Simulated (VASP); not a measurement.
# Y (Fm-3m) in VASP: further runs

The runs below take Y through single point, with PBE.

Everything below comes from runs of VASP 6.6.1. Logs are shortened: lines on timing, memory, paths and dates and some standing lists are left out, and cuts for length are marked.

## Step 1: The cell of the first run

The structure is cubic, space group Fm-3m (No. 225). Conventional cell: a = 5.062 Å, b = 5.062 Å, c = 5.062 Å, α = 90.00°, β = 90.00°, γ = 90.00°. Y (site symmetry m-3m) has 12 Y at 3.58 Å within 4.7 Å.

This isn't the form of Y at room conditions, which is hcp.

## Step 2: Single point, PBE

Input file INCAR:

```
  PREC = Accurate
  ENCUT = 520
  EDIFF = 1E-6
  ISMEAR = 0
  SIGMA = 0.1
  LREAL = False
  LASPH = True
  NELM = 60
  ALGO = Normal
  ISIF = 2
  LWAVE = False
  LCHARG = True
  GGA = PE
  LELF = True
  LVHAR = True
  NBANDS = 12
```

Input file KPOINTS:

```
regular mesh
0
Gamma
  18 18 18
```

Input file POSCAR:

```
Y
1.0
    0.0000000000      2.5310866914      2.5310866914
    2.5310866914      0.0000000000      2.5310866914
    2.5310866914      2.5310866914      0.0000000000
Y
1
Direct
    0.0000000000      0.0000000000      0.0000000000
```

Potentials or basis: VASP PAW PBE potentials, release 64 (Y_sv).

Started as:

```sh
$ cat potpaw_PBE.64/Y_sv/POTCAR > POTCAR
$ mpirun -np 1 vasp_std > vasp.out
```

OUTCAR:

```text
PREC = Accurate
   ENCUT = 520
   EDIFF = 1E-6
   ISMEAR = 0
   LREAL = False
   LASPH = True
   NELM = 60
   ISIF = 2
   GGA = PE

 ion  position               nearest neighbor table
   1  0.000  0.000  0.000-

  LATTYP: Found a face centered cubic cell.
 ALAT       =     5.0621733828

  Lattice vectors:

 A1 = (   0.0000000000,   2.5310866914,   2.5310866914)
 A2 = (   2.5310866914,   0.0000000000,   2.5310866914)
 A3 = (   2.5310866914,   2.5310866914,   0.0000000000)

Analysis of symmetry for initial positions (statically):
=====================================================================
 Subroutine PRICEL returns:
 Original cell was already a primitive cell.

 Routine SETGRP: Setting up the symmetry group for a
 face centered cubic supercell.

 Subroutine GETGRP returns: Found 48 space group operations
 (whereof 48 operations were pure point group operations)
 out of a pool of 48 trial point group operations.

The static configuration has the point symmetry O_h .

Analysis of symmetry for dynamics (positions and initial velocities):
=====================================================================
 Subroutine PRICEL returns:
 Original cell was already a primitive cell.

 Routine SETGRP: Setting up the symmetry group for a
 face centered cubic supercell.

 Subroutine GETGRP returns: Found 48 space group operations
 (whereof 48 operations were pure point group operations)
 out of a pool of 48 trial point group operations.

The dynamic configuration has the point symmetry O_h .

 Subroutine INISYM returns: Found 48 space group operations
 (whereof 48 operations are pure point group operations),
 and found     1 'primitive' translations

----------------------------------------------------------------------------------------

                                     Primitive cell

  volume of cell :      32.4303

  direct lattice vectors                    reciprocal lattice vectors
     0.000000000  2.531086691  2.531086691    -0.197543609  0.197543609  0.197543609
     2.531086691  0.000000000  2.531086691     0.197543609 -0.197543609  0.197543609
     2.531086691  2.531086691  0.000000000     0.197543609  0.197543609 -0.197543609

  length of vectors
     3.579497127  3.579497127  3.579497127     0.342155568  0.342155568  0.342155568

  position of ions in fractional coordinates (direct lattice)
     0.000000000  0.000000000  0.000000000

  ion indices of the primitive-cell ions
   primitive index   ion index
                 1           1

----------------------------------------------------------------------------------------

 KPOINTS: regular mesh

Automatic generation of k-mesh.
 Grid dimensions read from file:
 generate k-points for:   18   18   18

 Generating k-lattice:

  Cartesian coordinates                     Fractional coordinates (reciprocal lattice)
    -0.010974645  0.010974645  0.010974645     0.055555556  0.000000000  0.000000000
     0.010974645 -0.010974645  0.010974645     0.000000000  0.055555556  0.000000000
     0.010974645  0.010974645 -0.010974645     0.000000000  0.000000000  0.055555556

  Length of vectors
     0.019008643  0.019008643  0.019008643

  Shift w.r.t. Gamma in fractional coordinates (k-lattice)
     0.000000000  0.000000000  0.000000000

 Subroutine IBZKPT returns following result:
 ===========================================

 Found    195 irreducible k-points:

 Following reciprocal coordinates:
            Coordinates               Weight
  0.000000  0.000000  0.000000      1.000000
  0.055556  0.000000  0.000000      8.000000
  0.111111  0.000000  0.000000      8.000000
  0.166667  0.000000  0.000000      8.000000
  0.222222  0.000000  0.000000      8.000000
  0.277778  0.000000  0.000000      8.000000
[... 16 lines left out ...]
 -0.277778  0.055556  0.000000     24.000000
 -0.222222  0.055556  0.000000     24.000000
 [... further k-points ...]
   k-points           NKPTS =    195   k-points in BZ     NKDIM =    195   number of bands    NBANDS=     12
   number of dos      NEDOS =    301   number of ions     NIONS =      1
   total plane-waves  NPLWV =  21952
   dimension x,y,z NGX =    28 NGY =   28 NGZ =   28
   dimension x,y,z NGXF=    56 NGYF=   56 NGZF=   56
   ions per type =               1
   NGX,Y,Z   is equivalent  to a cutoff of  13.00, 13.00, 13.00 a.u.
   NGXF,Y,Z  is equivalent  to a cutoff of  26.01, 26.01, 26.01 a.u.
 SYSTEM =  unknown system
   PREC   = accura    normal or accurate (medium, high low for compatibility)
   ISTART =      0    job   : 0-new  1-cont  2-samecut
   ICHARG =      2    charge: 1-file 2-atom 10-const
   ISPIN  =      1    spin polarized calculation?
   LNONCOLLINEAR =      F non collinear calculations
   LSORBIT =      F    spin-orbit coupling
   LASPH  =      T    aspherical Exc in radial PAW
   ENCUT  =  520.0 eV  38.22 Ry    6.18 a.u.   6.66  6.66  6.66*2*pi/ulx,y,z
   NELM   =     60;   NELMIN=  2; NELMDL= -5     # of ELM steps
   EDIFF  = 0.1E-05   stopping-criterion for ELM
   LREAL  =      F    real-space projection
   EDIFFG = 0.1E-04   stopping-criterion for IOM
   NSW    =      0    number of steps for IOM
   IBRION =     -1    ionic relax: 0-MD 1-quasi-New 2-CG
   NFREE  =      0    steps in history (QN), initial steepest desc. (CG)
   ISIF   =      2    stress and relaxation
   ISYM   =      2    0-nonsym 1-usesym 2-fastsym
   POTIM  = 0.5000    time-step for ionic-motion
   TEBEG  =    0.0;   TEEND  =   0.0 temperature during run
   PSTRESS=    0.0 pullay stress
   NELECT =      11.0000    total number of electrons
   NUPDOWN=      -1.0000    fix difference up-down
   EMIN   =  10.00;   EMAX   =-10.00  energy-range for DOS
   EFERMI =   0.00;   METHOD = LEGACY
   ISMEAR =     0;   SIGMA  =   0.10  broadening in eV -4-tet -1-fermi 0-gaus
   EFERMI_NEDOS =   21; number of points for ismear=-14 and -15
   IALGO  =     38    algorithm
   IMIX   =      4    mixing-type and parameters
     AMIX     =   0.40;   BMIX     =  1.00
     AMIX_MAG =   1.60;   BMIX_MAG =  1.00
  volume/ion in A,a.u.               =      32.43       218.85
  Fermi-wavevector in a.u.,A,eV,Ry     =   1.141709  2.157517 17.735182  1.303499
  Thomas-Fermi vector in A             =   2.278408
   LORBIT       =      0    0 simple, 1 ext, 2 COOP (PROOUT), +10 PAW based schemes
   GGA     = PE    functional components
   LHFCALC =     F    Hartree Fock is set to
   AEXX    =    0.0000 exact exchange contribution
   IVDW    =     0    specifies the selected vdW correction
   LEPSILON=     F    determine dielectric tensor
   LRPA    =     F    only Hartree local field effects (RPA)
 non-spin polarized calculation
 Gauss-broadening in eV      SIGMA  =   0.10
  energy-cutoff  :      520.00
  volume of cell :       32.43
 maximum number of plane-waves:       895
   NGX = 13   NGY = 13   NGZ = 13

 number of electron      11.0000000 magnetization

 Free energy of the ion-electron system (eV)
  ---------------------------------------------------
  ext. energy  EPLUGINS =         0.00000000
  ---------------------------------------------------
  free energy    TOTEN  =        -6.41142808 eV

  energy without entropy =       -6.40412218  energy(sigma->0) =       -6.40777513

 E-fermi :   3.1163     XC(G=0):  -9.4730

 val. band max:        3.1132826186   @ k =  -0.4444   0.2222   0.1111
 cond. band min:       3.1273524431   @ k =   0.3333   0.2222   0.0000
 fundamental gap:      0.0140698245
 Fermi energy:         3.1162812534

 k-point     1 :       0.0000    0.0000    0.0000
  band No.  band energies     occupation
      1     -39.5565      2.00000
      2     -19.2518      2.00000
      3     -19.2518      2.00000
      4     -19.2518      2.00000
      5      -1.6473      2.00000
      6       4.9065      0.00000
      7       4.9065      0.00000
      8       4.9065      0.00000
      9       6.9208      0.00000
     10       6.9208      0.00000
     11      12.0932      0.00000
     12      15.3742      0.00000

 k-point     2 :       0.0556    0.0000    0.0000
  band No.  band energies     occupation
      1     -39.5545      2.00000
      2     -19.2701      2.00000
      3     -19.2541      2.00000
      4     -19.2541      2.00000
      5      -1.5696      2.00000
      6       4.8169      0.00000
      7       4.9438      0.00000
      8       4.9438      0.00000
      9       6.8781      0.00000
     10       6.8781      0.00000
     11      12.2747      0.00000
     12      14.9752      0.00000

 k-point     3 :       0.1111    0.0000    0.0000
  band No.  band energies     occupation
      1     -39.5488      2.00000
      2     -19.3222      2.00000
      3     -19.2607      2.00000
      4     -19.2607      2.00000
      5      -1.3422      2.00000
      6       4.5813      0.00000
      7       5.0409      0.00000
      8       5.0409      0.00000
      9       6.7796      0.00000
     10       6.7796      0.00000
     11      12.7545      0.00000
     12      14.2321      0.00000

 k-point     4 :       0.1667    0.0000    0.0000
  band No.  band energies     occupation
      1     -39.5400      2.00000
      2     -19.4011      2.00000
      3     -19.2708      2.00000
      4     -19.2708      2.00000
      5      -0.9835      2.00000
      6       4.2736      0.00000
      7       5.1474      0.00000
      8       5.1474      0.00000
      9       6.7104      0.00000
     10       6.7104      0.00000
     11      13.0681      0.00000
     12      13.8509      0.00000

 k-point     5 :       0.2222    0.0000    0.0000
  band No.  band energies     occupation
      1     -39.5293      2.00000
      2     -19.4962      2.00000
      3     -19.2831      2.00000
      4     -19.2831      2.00000
      5      -0.5253      2.00000
      6       3.9684      0.00000
      7       5.1814      0.00000
      8       5.1814      0.00000
      9       6.7850      0.00000
     10       6.7850      0.00000
     11      12.5291      0.00000
     12      14.3702      0.00000

 k-point     6 :       0.2778    0.0000    0.0000
  band No.  band energies     occupation
      1     -39.5178      2.00000
      2     -19.5955      2.00000
      3     -19.2962      2.00000
      4     -19.2962      2.00000
      5      -0.0179      2.00000
      6       3.7265      0.00000
      7       5.1081      0.00000
      8       5.1081      0.00000
      9       7.0546      0.00000
     10       7.0546      0.00000
     11      11.9520      0.00000
     12      14.4317      0.00000

 k-point     7 :       0.3333    0.0000    0.0000
  band No.  band energies     occupation
      1     -39.5070      2.00000
      2     -19.6871      2.00000
      3     -19.3084      2.00000
      4     -19.3084      2.00000
      5       0.4666      2.00000
      6       3.5963      0.00000
      7       4.9790      0.00000
      8       4.9790      0.00000
      9       7.4584      0.00000
     10       7.4584      0.00000
     11      11.4858      0.00000
     12      13.6942      0.00000

 k-point     8 :       0.3889    0.0000    0.0000
  band No.  band energies     occupation
      1     -39.4981      2.00000
      2     -19.7606      2.00000
      3     -19.3183      2.00000
      4     -19.3183      2.00000
      5       0.8451      2.00000
      6       3.5995      0.00000
      7       4.8545      0.00000
      8       4.8545      0.00000
      9       7.8931      0.00000
     10       7.8931      0.00000
     11      11.1515      0.00000
     12      12.7827      0.00000
[... 166 lines left out ...]
 k-point    20 :      -0.4444    0.0556    0.0000
  band No.  band energies     occupation
      1     -39.4904      2.00000
      2     -19.8115      2.00000
      3     -19.3404      2.00000
      4     -19.3271      2.00000
      5       1.1751      2.00000
      6       3.6467      0.00000
      7       4.6820      0.00000
      8       4.8071      0.00000
      9       8.2007      0.00000
     10       8.4744      0.00000
     11      10.8728      0.00000
     12      12.1249      0.00000

 k-point    21 :      -0.3889    0.0556    0.0000
  band No.  band energies     occupation
      1     -39.4949      2.00000
      2     -19.7749      2.00000
      3     -19.3379      2.00000
      4     -19.3191      2.00000
      5       1.0050      2.00000
      6       3.5769      0.00000
      7       4.7358      0.00000
      8       4.8695      0.00000
      9       7.8114      0.00000
     10       8.2961      0.00000
     11      11.1149      0.00000
     12      12.5949      0.00000

 k-point    22 :      -0.3333    0.0556    0.0000
  band No.  band energies     occupation
      1     -39.5027      2.00000
      2     -19.7109      2.00000
      3     -19.3308      2.00000
      4     -19.3079      2.00000
      5       0.6727      2.00000
      6       3.5495      0.00000
      7       4.8425      0.00000
      8       4.9843      0.00000
      9       7.3325      0.00000
     10       7.9364      0.00000
     11      11.4736      0.00000
     12      13.4006      0.00000

 k-point    23 :      -0.2778    0.0556    0.0000
  band No.  band energies     occupation
      1     -39.5129      2.00000
      2     -19.6265      2.00000
      3     -19.3199      2.00000
      4     -19.2948      2.00000
      5       0.2123      2.00000
      6       3.6387      0.00000
      7       4.9801      0.00000
      8       5.1276      0.00000
      9       6.8735      0.00000
     10       7.5246      0.00000
     11      11.9275      0.00000
     12      14.2714      0.00000

 k-point    24 :      -0.2222    0.0556    0.0000
  band No.  band energies     occupation
      1     -39.5241      2.00000
      2     -19.5313      2.00000
      3     -19.3064      2.00000
      4     -19.2815      2.00000
      5      -0.2967      2.00000
      6       3.8424      0.00000
      7       5.1002      0.00000
      8       5.2422      0.00000
      9       6.5380      0.00000
     10       7.1743      0.00000
     11      12.4771      0.00000
     12      14.5565      0.00000

 [... further k-points ...]
[... 5 lines left out ...]
  --------------------------------------------------------------------------------------
  -------------------------------------------------------------------------------------
  Total       -0.0298658     -0.0298658     -0.0298658      0.0000000      0.0000000      0.0000000
  in kB       -1.4754830     -1.4754830     -1.4754830      0.0000000      0.0000000      0.0000000
  external PRESSURE =      -1.4754830 kB  Pullay stress =       0.0000000 kB

 VOLUME and BASIS-vectors are now :
 -----------------------------------------------------------------------------
  energy-cutoff  :      520.00
  volume of cell :       32.43
      direct lattice vectors                 reciprocal lattice vectors
     0.000000000  2.531086691  2.531086691    -0.197543609  0.197543609  0.197543609
     2.531086691  0.000000000  2.531086691     0.197543609 -0.197543609  0.197543609
     2.531086691  2.531086691  0.000000000     0.197543609  0.197543609 -0.197543609

 POSITION                                       TOTAL-FORCE (eV/Angst)
 -----------------------------------------------------------------------------------
      0.00000      0.00000      0.00000        -0.000000      0.000000      0.000000
 -----------------------------------------------------------------------------------
    total drift:                               -0.000000     -0.000000     -0.000000

  FREE ENERGIE OF THE ION-ELECTRON SYSTEM (eV)
  ---------------------------------------------------
  free  energy   TOTEN  =        -6.4114280756 eV

  energy  without entropy=       -6.4041221779  energy(sigma->0) =       -6.40777513
```

Wall time 33 s (1 thread of Intel Xeon 6975P-C (Granite Rapids), shared host); peak memory 0.23 GiB.

What came out:

- Free energy: -6.4114 eV
- Pressure: -0.1 GPa
- Band gap on the k mesh: zero (an odd number of electrons rules out a gap without spin polarisation)

## Step 3: Single point, PBE

This run uses another cell than the first one: it holds 8 atoms, not 1.

Input file INCAR:

```
ALGO = Fast ; EDIFF = 1E-7
ENCUT = 520 ; GGA = PE
ISIF = 2 ; ISMEAR = 0
LASPH = True ; LCHARG = False
LREAL = False ; LWAVE = False
NBANDS = 54 ; NELM = 60
PREC = Accurate ; SIGMA = 0.2
```

Input file KPOINTS:

```
k-points
0
Gamma
  4 4 4
```

Input file POSCAR:

```
Y
1.0
    0.0000000000      5.0621733829      5.0621733829
    5.0621733829      0.0000000000      5.0621733829
    5.0621733829      5.0621733829      0.0000000000
Y
8
Direct
    0.0000000000      0.0000000000      0.0000000000
    1.0000000000      0.0000000000      0.5000000000
    1.0000000000      0.5000000000      0.0000000000
    1.0000000000      0.5000000000      0.5000000000
    0.5000000000      1.0000000000      0.0000000000
    0.5000000000      0.0000000000      0.5000000000
    0.5000000000      0.5000000000      0.0000000000
    0.5000000000      0.5000000000      0.5000000000
```

Potentials or basis: VASP PAW PBE potentials, release 64 (Y_sv).

Started as:

```sh
$ cat potpaw_PBE.64/Y_sv/POTCAR > POTCAR
$ mpirun -np 1 vasp_std > vasp.out
```

Wall time 3.2 min (1 thread of Intel Xeon 6975P-C (Granite Rapids), shared host); peak memory 0.42 GiB.

It converged, with:

```
Free energy            : -51.3928 eV
Pressure               : -0.1 GPa
Band gap on the k mesh : zero (bands 44 and 45 overlap by 0.92 eV)
```

Levels at points of the mesh, in eV from the Fermi level:
| k point | band 39 | band 40 | band 41 | band 42 | band 43 | band 44 | band 45 | band 46 | band 47 | band 48 |
| --- | --- | --- | --- | --- | --- | --- | --- | --- | --- | --- |
| (0.00, 0.00, 0.00) | -1.74 | -1.74 | -0.87 | -0.87 | -0.87 | 0.63 | 0.63 | 0.63 | 0.63 | 1.63 |
| (0.50, 0.00, 0.00) | -1.24 | -1.24 | -0.29 | -0.29 | -0.29 | -0.29 | -0.29 | -0.29 | 0.73 | 0.73 |
| (0.50, 0.50, 0.00) | -0.74 | -0.74 | 0.18 | 0.18 | 0.26 | 0.26 | 0.26 | 0.26 | 0.33 | 0.33 |

The gap in the log of VASP goes by the Fermi energy; the results here count the filled bands.